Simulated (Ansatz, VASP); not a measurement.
This is a calculation of CoSi for VASP 6.6.1.

File INCAR:

```
SYSTEM = CoSi
PREC = Accurate
ENCUT = 520
EDIFF = 1E-6
ISMEAR = -1
SIGMA = 0.05
LREAL = .FALSE.
LASPH = .TRUE.
NELM = 150
ALGO = Normal
ISIF = 2
LWAVE = .FALSE.
LCHARG = .TRUE.
ISPIN = 2
MAGMOM = 2 2 2 2 0 0 0 0
LORBIT = 11
NUPDOWN = 8.0
LMAXMIX = 4
GGA = PS
LELF = .TRUE.
LVHAR = .TRUE.
NBANDS = 40
```

KPOINTS

```
regular mesh
0
G
  5 5 5
  0 0 0
```

Contents of POSCAR:

```
CoSi
1.0
    4.4380000000      0.0000000000      0.0000000000
    0.0000000000      4.4380000000      0.0000000000
    0.0000000000      0.0000000000      4.4380000000
Co Si
4 4
Direct
    0.8600000000      0.6400000000      0.3600000000
    0.6400000000      0.3600000000      0.8600000000
    0.3600000000      0.8600000000      0.6400000000
    0.1400000000      0.1400000000      0.1400000000
    0.1570000000      0.3430000000      0.6570000000
    0.3430000000      0.6570000000      0.1570000000
    0.6570000000      0.1570000000      0.3430000000
    0.8430000000      0.8430000000      0.8430000000
```

Potentials or basis: VASP PAW PBE potentials, release 64 (Co, Si).

Run with:

```console
$ cat potpaw_PBE.64/Co/POTCAR potpaw_PBE.64/Si/POTCAR > POTCAR
$ mpirun -np 1 vasp_std > vasp.out
```

Task: Set up the same calculation for Ansatz 0.2.0. Potentials there: Ansatz PAW.

Result: As run (the cutoff follows the program's own potentials):

File input.yaml:

```yaml
crystal:
  lattice:
    - [4.438, 0.0, 0.0]
    - [0.0, 4.438, 0.0]
    - [0.0, 0.0, 4.438]
  atoms:
    - { symbol: Co, position: [0.86, 0.64, 0.36], spin: 2.0 }
    - { symbol: Co, position: [0.64, 0.36, 0.86], spin: 2.0 }
    - { symbol: Co, position: [0.36, 0.86, 0.64], spin: 2.0 }
    - { symbol: Co, position: [0.14, 0.14, 0.14], spin: 2.0 }
    - { symbol: Si, position: [0.157, 0.343, 0.657] }
    - { symbol: Si, position: [0.343, 0.657, 0.157] }
    - { symbol: Si, position: [0.657, 0.157, 0.343] }
    - { symbol: Si, position: [0.843, 0.843, 0.843] }
hamiltonian:
  xc: pbesol
  pseudopotentials: { kind: paw }
magnetization:
  spin_polarized: true
  initial_magnetization: 8.0
  spin_locking: { lock_magnetization: hard }
kpoints:
  mp_grid: { grid: [5, 5, 5] }
scf:
  occupations: { method: fermi_dirac, width: 0.05 }
  lower_state_search: "off"
output:
  forces: true
  stress: true
  eigenvalues: true
```

Potentials or basis: Ansatz PAW.

Run with:

```console
$ ansatz run input.yaml --threads 4 --pin off --max-ram 11264MiB --backend cpu --events-out ev --progress --plain --runs-dir out
```

Both were run:

|  | VASP | Ansatz | Ansatz less VASP |
| --- | --- | --- | --- |
| pressure (GPa) | 17.7 | 17.6 | -0.10 |
| rms of the force components (eV/Å) | 0.220 | 0.218 | -0.0026 |
| net moment per atom (μB) | 1.00 | 1.00 | 0.000 |
| size of the moment on the site where the two differ most (μB) | 1.72 | 1.69 | -0.025 |

VASP's potentials were made for PBE, not for PBEsol. Site moments also hang on the region over which each program counts them. Atom by atom the forces differ by 0.007 eV/Å (rms over components). VASP's potentials hold 52 valence electrons a cell and Ansatz's 84, so a difference there can come from the potentials and not from the codes.
